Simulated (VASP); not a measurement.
Input of a VASP 6.6.1 run:

File INCAR:

```
SYSTEM = Ag
ALGO = Fast ; EDIFF = 1E-6
ENCUT = 520 ; ISIF = 2
ISMEAR = 0 ; ISYM = 0
LASPH = .TRUE. ; LCHARG = .FALSE.
LREAL = .FALSE. ; LWAVE = .FALSE.
NBANDS = 18 ; NELM = 80
PREC = Accurate ; SIGMA = 0.1
```

The input KPOINTS:

```
k-points
0
G
  9 9 16
  0 0 0
```

The input POSCAR:

```
Ag
1.0
    3.8197500149      0.0000000000      0.0000000000
    0.0000000000      3.8197500149      0.0000000000
   -1.9098750075      0.0000000000      2.1158995542
Ag
2
Direct
    0.0000000000      0.0000000000      0.0000000000
    0.5000000000      0.5000000000      0.0000000000
```

Potentials or basis: VASP PAW LDA potentials, release 64 (Ag).

Run with:

```sh
$ cat potpaw_LDA.64/Ag/POTCAR > POTCAR
$ mpirun -np 1 vasp_std > vasp.out
```

Task: What does it give for the pressure?

Result: 6.3 GPa.

Task: What does it give for the band gap on the k mesh?

Result: Zero (bands 11 and 12 overlap by 8.39 eV).

Stress tensor (GPa, compression positive):
```
 8.66  0.00 -0.08
 0.00  8.52  0.00
-0.08  0.00  1.75
```

Caveat: the stress differs along the axes, from 2 to 9 GPa.
